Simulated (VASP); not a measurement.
# Al2Cu (P4/mmm) in VASP: a series of runs

Al2Cu is run at these levels: PBEsol; tasks: single point.

Everything below comes from runs of VASP 6.6.1. Logs are shortened: lines on timing, memory, paths and dates and some standing lists are left out, and cuts for length are marked.

**1. The cell of the first run**

The structure is tetragonal, space group P4/mmm (No. 123). Conventional cell: a = 4.084 Å, b = 4.084 Å, c = 2.846 Å, α = 90.00°, β = 90.00°, γ = 90.00°. Within 3.3 Å of Al (site symmetry mmm) lie 4 Cu at 2.49 Å and 6 Al at 2.85 to 2.89 Å. Cu (site symmetry 4/mmm) has 8 Al at 2.49 Å and 2 Cu at 2.85 Å within 3.3 Å.

**2. Single point, PBEsol**

INCAR

```
  PREC = Accurate
  ENCUT = 520
  EDIFF = 1E-6
  ISMEAR = 0
  SIGMA = 0.1
  LREAL = F
  LASPH = T
  NELM = 80
  ALGO = Fast
  ISIF = 2
  LWAVE = F
  LCHARG = T
  GGA = PS
  LELF = T
  LVHAR = T
  NBANDS = 16
```

KPOINTS

```
regular mesh
0
Gamma
  10 10 14
```

POSCAR

```
Al2Cu
1.0
    4.0841721958      0.0000000000      0.0000000000
    0.0000000000      4.0841721958      0.0000000000
    0.0000000000      0.0000000000      2.8463947559
Al Cu
2 1
Direct
    0.5000000000      0.0000000000      0.5000000000
    0.0000000000      0.5000000000      0.5000000000
    0.0000000000      0.0000000000      0.0000000000
```

Potentials or basis: VASP PAW PBE potentials, release 64 (Al, Cu).

Launch:

```
cat potpaw_PBE.64/Al/POTCAR potpaw_PBE.64/Cu/POTCAR > POTCAR
mpirun -np 1 vasp_std > vasp.out
```

OUTCAR:

```text
PREC = Accurate
   ENCUT = 520
   EDIFF = 1E-6
   ISMEAR = 0
   LREAL = F
   LASPH = T
   NELM = 80
   ISIF = 2
   GGA = PS

 ion  position               nearest neighbor table
   1  0.500  0.000  0.500-   3 2.49   3 2.49   3 2.49   3 2.49   2 2.89   2 2.89   2 2.89   2 2.89

   2  0.000  0.500  0.500-   3 2.49   3 2.49   3 2.49   3 2.49   1 2.89   1 2.89   1 2.89   1 2.89

   3  0.000  0.000  0.000-   1 2.49   2 2.49   1 2.49   2 2.49   2 2.49   2 2.49   1 2.49   1 2.49

  LATTYP: Found a simple tetragonal cell.
 ALAT       =     4.0841721958
 C/A-ratio  =     0.6969330918

  Lattice vectors:

 A1 = (   4.0841721958,   0.0000000000,   0.0000000000)
 A2 = (   0.0000000000,   4.0841721958,   0.0000000000)
 A3 = (   0.0000000000,   0.0000000000,   2.8463947559)

Analysis of symmetry for initial positions (statically):
=====================================================================
 Subroutine PRICEL returns:
 Original cell was already a primitive cell.

 Routine SETGRP: Setting up the symmetry group for a
 simple tetragonal supercell.

 Subroutine GETGRP returns: Found 16 space group operations
 (whereof 16 operations were pure point group operations)
 out of a pool of 16 trial point group operations.

The static configuration has the point symmetry D_4h.

Analysis of symmetry for dynamics (positions and initial velocities):
=====================================================================
 Subroutine PRICEL returns:
 Original cell was already a primitive cell.

 Routine SETGRP: Setting up the symmetry group for a
 simple tetragonal supercell.

 Subroutine GETGRP returns: Found 16 space group operations
 (whereof 16 operations were pure point group operations)
 out of a pool of 16 trial point group operations.

The dynamic configuration has the point symmetry D_4h.

 Subroutine INISYM returns: Found 16 space group operations
 (whereof 16 operations are pure point group operations),
 and found     1 'primitive' translations

----------------------------------------------------------------------------------------

                                     Primitive cell

  volume of cell :      47.4792

  direct lattice vectors                    reciprocal lattice vectors
     4.084172196  0.000000000  0.000000000     0.244847659  0.000000000  0.000000000
     0.000000000  4.084172196  0.000000000     0.000000000  0.244847659  0.000000000
     0.000000000  0.000000000  2.846394756     0.000000000  0.000000000  0.351321614

  length of vectors
     4.084172196  4.084172196  2.846394756     0.244847659  0.244847659  0.351321614

  position of ions in fractional coordinates (direct lattice)
     0.500000000  0.000000000  0.500000000
     0.000000000  0.500000000  0.500000000
     0.000000000  0.000000000  0.000000000

  ion indices of the primitive-cell ions
   primitive index   ion index
                 1           1
                 2           2
                 3           3

----------------------------------------------------------------------------------------

 KPOINTS: regular mesh

Automatic generation of k-mesh.
 Grid dimensions read from file:
 generate k-points for:   10   10   14

 Generating k-lattice:

  Cartesian coordinates                     Fractional coordinates (reciprocal lattice)
     0.024484766  0.000000000  0.000000000     0.100000000  0.000000000  0.000000000
     0.000000000  0.024484766  0.000000000     0.000000000  0.100000000  0.000000000
     0.000000000  0.000000000  0.025094401     0.000000000  0.000000000  0.071428571

  Length of vectors
     0.024484766  0.024484766  0.025094401

  Shift w.r.t. Gamma in fractional coordinates (k-lattice)
     0.000000000  0.000000000  0.000000000

 Subroutine IBZKPT returns following result:
 ===========================================

 Found    168 irreducible k-points:

 Following reciprocal coordinates:
            Coordinates               Weight
  0.000000  0.000000  0.000000      1.000000
  0.100000  0.000000  0.000000      4.000000
  0.200000  0.000000  0.000000      4.000000
  0.300000  0.000000  0.000000      4.000000
  0.400000  0.000000  0.000000      4.000000
  0.500000  0.000000  0.000000      2.000000
[... 16 lines left out ...]
  0.100000  0.000000  0.071429      8.000000
  0.200000  0.000000  0.071429      8.000000
 [... further k-points ...]
   k-points           NKPTS =    168   k-points in BZ     NKDIM =    168   number of bands    NBANDS=     16
   number of dos      NEDOS =    301   number of ions     NIONS =      3
   total plane-waves  NPLWV =  21600
   dimension x,y,z NGX =    30 NGY =   30 NGZ =   24
   dimension x,y,z NGXF=    60 NGYF=   60 NGZF=   48
   ions per type =               2   1
   NGX,Y,Z   is equivalent  to a cutoff of  12.21, 12.21, 14.02 a.u.
   NGXF,Y,Z  is equivalent  to a cutoff of  24.42, 24.42, 28.03 a.u.
 SYSTEM =  unknown system
   PREC   = accura    normal or accurate (medium, high low for compatibility)
   ISTART =      0    job   : 0-new  1-cont  2-samecut
   ICHARG =      2    charge: 1-file 2-atom 10-const
   ISPIN  =      1    spin polarized calculation?
   LNONCOLLINEAR =      F non collinear calculations
   LSORBIT =      F    spin-orbit coupling
   LASPH  =      T    aspherical Exc in radial PAW
   ENCUT  =  520.0 eV  38.22 Ry    6.18 a.u.   7.59  7.59  5.29*2*pi/ulx,y,z
   NELM   =     80;   NELMIN=  2; NELMDL= -5     # of ELM steps
   EDIFF  = 0.1E-05   stopping-criterion for ELM
   LREAL  =      F    real-space projection
   EDIFFG = 0.1E-04   stopping-criterion for IOM
   NSW    =      0    number of steps for IOM
   IBRION =     -1    ionic relax: 0-MD 1-quasi-New 2-CG
   NFREE  =      0    steps in history (QN), initial steepest desc. (CG)
   ISIF   =      2    stress and relaxation
   ISYM   =      2    0-nonsym 1-usesym 2-fastsym
   POTIM  = 0.5000    time-step for ionic-motion
   TEBEG  =    0.0;   TEEND  =   0.0 temperature during run
   PSTRESS=    0.0 pullay stress
   NELECT =      17.0000    total number of electrons
   NUPDOWN=      -1.0000    fix difference up-down
   EMIN   =  10.00;   EMAX   =-10.00  energy-range for DOS
   EFERMI =   0.00;   METHOD = LEGACY
   ISMEAR =     0;   SIGMA  =   0.10  broadening in eV -4-tet -1-fermi 0-gaus
   EFERMI_NEDOS =   21; number of points for ismear=-14 and -15
   IALGO  =     68    algorithm
   IMIX   =      4    mixing-type and parameters
     AMIX     =   0.40;   BMIX     =  1.00
     AMIX_MAG =   1.60;   BMIX_MAG =  1.00
  volume/ion in A,a.u.               =      15.83       106.80
  Fermi-wavevector in a.u.,A,eV,Ry     =   1.162492  2.196792 18.386753  1.351388
  Thomas-Fermi vector in A             =   2.299053
   LORBIT       =      0    0 simple, 1 ext, 2 COOP (PROOUT), +10 PAW based schemes
   GGA     = PS    functional components
   LHFCALC =     F    Hartree Fock is set to
   AEXX    =    0.0000 exact exchange contribution
   IVDW    =     0    specifies the selected vdW correction
   LEPSILON=     F    determine dielectric tensor
   LRPA    =     F    only Hartree local field effects (RPA)
 non-spin polarized calculation
 RMM-DIIS sequential band-by-band and
 Gauss-broadening in eV      SIGMA  =   0.10
  energy-cutoff  :      520.00
  volume of cell :       47.48
 maximum number of plane-waves:      1294
   NGX = 15   NGY = 15   NGZ = 11

 number of electron      16.9999981 magnetization

 Free energy of the ion-electron system (eV)
  ---------------------------------------------------
  ext. energy  EPLUGINS =         0.00000000
  ---------------------------------------------------
  free energy    TOTEN  =       -12.56930657 eV

  energy without entropy =      -12.56464987  energy(sigma->0) =      -12.56697822

 E-fermi :   7.3169     XC(G=0): -10.5928

 val. band max:        7.3082231357   @ k =   0.4000   0.4000   0.4286
 cond. band min:       7.3279026195   @ k =   0.2000   0.1000   0.5000
 fundamental gap:      0.0196794839
 Fermi energy:         7.3169396692

 k-point     1 :       0.0000    0.0000    0.0000
  band No.  band energies     occupation
      1      -3.3730      2.00000
      2       1.7861      2.00000
      3       2.2954      2.00000
      4       2.9819      2.00000
      5       3.2027      2.00000
      6       3.2027      2.00000
[... 8 lines left out ...]
     15      14.5552      0.00000
     16      20.1655      0.00000

 k-point     2 :       0.1000    0.0000    0.0000
  band No.  band energies     occupation
      1      -3.2879      2.00000
      2       1.7380      2.00000
      3       2.2751      2.00000
      4       2.9554      2.00000
      5       3.1998      2.00000
      6       3.2031      2.00000
[... 8 lines left out ...]
     15      15.6379      0.00000
     16      19.8355      0.00000

 k-point     3 :       0.2000    0.0000    0.0000
  band No.  band energies     occupation
      1      -3.0363      2.00000
      2       1.4722      2.00000
      3       2.2299      2.00000
      4       2.8933      2.00000
      5       3.1924      2.00000
      6       3.2043      2.00000
[... 8 lines left out ...]
     15      17.4100      0.00000
     16      19.0278      0.00000

 k-point     4 :       0.3000    0.0000    0.0000
  band No.  band energies     occupation
      1      -2.6329      2.00000
      2       0.8094      2.00000
      3       2.2140      2.00000
      4       2.8273      2.00000
      5       3.0495      2.00000
      6       3.1834      2.00000
[... 8 lines left out ...]
     15      18.1018      0.00000
     16      19.3456      0.00000

 k-point     5 :       0.4000    0.0000    0.0000
  band No.  band energies     occupation
      1      -2.1318      2.00000
      2       0.0083      2.00000
      3       2.2249      2.00000
      4       2.7803      2.00000
      5       2.9279      2.00000
      6       3.1761      2.00000
[... 8 lines left out ...]
     15      17.2949      0.00000
     16      19.1912      0.00000

 k-point     6 :       0.5000    0.0000    0.0000
  band No.  band energies     occupation
      1      -1.8089      2.00000
      2      -0.4330      2.00000
      3       2.2320      2.00000
      4       2.7636      2.00000
      5       2.9034      2.00000
      6       3.1733      2.00000
[... 8 lines left out ...]
     15      16.9208      0.00000
     16      18.5069      0.00000

 k-point     7 :       0.1000    0.1000    0.0000
  band No.  band energies     occupation
      1      -3.2028      2.00000
      2       1.7076      2.00000
      3       2.2482      2.00000
      4       2.9223      2.00000
      5       3.2001      2.00000
      6       3.2006      2.00000
[... 8 lines left out ...]
     15      16.4302      0.00000
     16      19.6618      0.00000

 k-point     8 :       0.2000    0.1000    0.0000
  band No.  band energies     occupation
      1      -2.9509      2.00000
      2       1.4928      2.00000
      3       2.1853      2.00000
      4       2.8461      2.00000
      5       3.1930      2.00000
      6       3.2016      2.00000
[... 8 lines left out ...]
     15      17.5826      0.00000
     16      19.0374      0.00000

 k-point     9 :       0.3000    0.1000    0.0000
  band No.  band energies     occupation
      1      -2.5471      2.00000
      2       0.8678      2.00000
      3       2.1715      2.00000
      4       2.7751      2.00000
      5       3.0895      2.00000
      6       3.1840      2.00000
[... 8 lines left out ...]
     15      18.1585      0.00000
     16      19.1128      0.00000
[... 172 lines left out ...]
 k-point    19 :       0.4000    0.4000    0.0000
  band No.  band energies     occupation
      1      -0.8323      2.00000
      2       0.8567      2.00000
      3       1.1594      2.00000
      4       2.2081      2.00000
      5       2.9201      2.00000
      6       3.1506      2.00000
[... 8 lines left out ...]
     15      17.9948      0.00000
     16      18.4829      0.00000

 k-point    20 :       0.5000    0.4000    0.0000
  band No.  band energies     occupation
      1      -0.4487      2.00000
      2       0.5301      2.00000
      3       1.2591      2.00000
      4       2.0252      2.00000
      5       2.8809      2.00000
      6       3.0991      2.00000
[... 8 lines left out ...]
     15      17.7251      0.00000
     16      18.2431      0.00000

 k-point    21 :       0.5000    0.5000    0.0000
  band No.  band energies     occupation
      1       0.0065      2.00000
      2       0.7495      2.00000
      3       0.7495      2.00000
      4       1.8115      2.00000
      5       2.8586      2.00000
      6       3.0195      2.00000
[... 8 lines left out ...]
     15      17.8801      0.00000
     16      18.0159      0.00000

 k-point    22 :       0.0000    0.0000    0.0714
  band No.  band energies     occupation
      1      -3.2773      2.00000
      2       1.8186      2.00000
      3       2.3330      2.00000
      4       2.9914      2.00000
      5       3.1042      2.00000
      6       3.1042      2.00000
[... 8 lines left out ...]
     15      15.9127      0.00000
     16      19.2488      0.00000

 k-point    23 :       0.1000    0.0000    0.0714
  band No.  band energies     occupation
      1      -3.1924      2.00000
      2       1.7717      2.00000
      3       2.3136      2.00000
      4       2.9633      2.00000
      5       3.0923      2.00000
      6       3.1108      2.00000
[... 8 lines left out ...]
     15      16.3337      0.00000
     16      18.7024      0.00000

 k-point    24 :       0.2000    0.0000    0.0714
  band No.  band energies     occupation
      1      -2.9411      2.00000
      2       1.5153      2.00000
      3       2.2683      2.00000
      4       2.9022      2.00000
      5       3.0498      2.00000
      6       3.1205      2.00000
[... 8 lines left out ...]
     15      17.4693      0.00000
     16      17.7642      0.00000

 [... further k-points ...]

------------------------ aborting loop because EDIFF is reached ----------------------------------------

  FORCE on cell =-STRESS in cart. coord.  units (eV):
  Direction    XX          YY          ZZ          XY          YZ          ZX
  --------------------------------------------------------------------------------------
  -------------------------------------------------------------------------------------
  Total        0.0316062      0.0316062      0.0360279      0.0000000     -0.0000000      0.0000000
  in kB        1.0665459      1.0665459      1.2157571      0.0000000     -0.0000000      0.0000000
  external PRESSURE =       1.1162830 kB  Pullay stress =       0.0000000 kB

 VOLUME and BASIS-vectors are now :
 -----------------------------------------------------------------------------
  energy-cutoff  :      520.00
  volume of cell :       47.48
      direct lattice vectors                 reciprocal lattice vectors
     4.084172196  0.000000000  0.000000000     0.244847659  0.000000000  0.000000000
     0.000000000  4.084172196  0.000000000     0.000000000  0.244847659  0.000000000
     0.000000000  0.000000000  2.846394756     0.000000000  0.000000000  0.351321614

 POSITION                                       TOTAL-FORCE (eV/Angst)
 -----------------------------------------------------------------------------------
      2.04209      0.00000      1.42320         0.000000      0.000000      0.000000
      0.00000      2.04209      1.42320         0.000000      0.000000      0.000000
      0.00000      0.00000      0.00000         0.000000      0.000000      0.000000
 -----------------------------------------------------------------------------------
    total drift:                                0.000000      0.000000      0.000000

  FREE ENERGIE OF THE ION-ELECTRON SYSTEM (eV)
  ---------------------------------------------------
  free  energy   TOTEN  =       -12.5693065690 eV

  energy  without entropy=      -12.5646498657  energy(sigma->0) =      -12.56697822
```

Wall time 58 s (1 thread of Intel Xeon 6975P-C (Granite Rapids), shared host); peak memory 0.24 GiB.

What came out:

* Free energy: -12.5693 eV
* Pressure: 0.1 GPa
* Band gap on the k mesh: zero (an odd number of electrons rules out a gap without spin polarisation)

Levels at points of the mesh, in eV from the Fermi level:
```
           k point  band 5  band 6  band 7  band 8  band 9  band 10  band 11  band 12  band 13  band 14
(0.00, 0.00, 0.00)   -4.11   -4.11   -2.46   -2.46   -0.08     0.83     6.18     6.18     6.33     7.05
(0.50, 0.00, 0.00)   -4.41   -4.14   -4.11   -1.14    1.55     1.70     1.92     7.72     8.37     9.40
(0.50, 0.50, 0.00)   -4.46   -4.30   -4.14   -4.14   -2.47     8.58     8.58     9.62     9.97    10.18
(0.00, 0.00, 0.50)   -4.86   -4.14   -3.01    2.52    2.64     2.64     2.73     2.73     3.15     3.89
(0.50, 0.00, 0.50)   -4.23   -4.21   -3.12   -2.46   -1.64     3.75     3.99     4.49     5.11     6.06
(0.50, 0.50, 0.50)   -3.98   -3.51   -2.31   -2.31   -0.84    -0.83     0.05     0.05     2.36    11.80
```

Caveat: the PAW data sets were made with another functional, which shifts forces and pressure a little.

(Part 1 of 2 ends here.)
